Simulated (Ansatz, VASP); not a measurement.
Two plane-wave programs on F

```
F
1.0
     2.65049   -1.51732    0.00000
     2.65049    1.51732    0.00000
    -2.10342    0.00000    6.72611
F
4
Direct
  0.50450 0.50450 0.40085
  0.08536 0.08536 0.09860
  0.49550 0.49550 0.59915
  0.91794 0.91135 0.90140
```

Alike in both runs: task single point; functional r2SCAN; k mesh 8 × 8 × 4; no spin polarisation.

|  | VASP | Ansatz |
| --- | --- | --- |
| version | VASP 6.6.1 | Ansatz 0.2.0 |
| potentials or method | VASP PAW PBE potentials, release 64 (F) | plane waves, PAW |
| plane-wave cutoff (eV) | 520 | 500 |
| occupations | gaussian, width 0.01 eV | fixed |
| valence electrons in the cell | 28 | 28 |

|  | VASP | Ansatz | Ansatz less VASP |
| --- | --- | --- | --- |
| rms of the force components (eV/Å) | 0.027 | 0.287 | +0.2606 |

VASP's potentials were made for PBE, not for r2SCAN. Atom by atom the forces differ by 0.313 eV/Å (rms over components). One of these differences is far larger than is usual between the two programs; its cause wasn't traced.
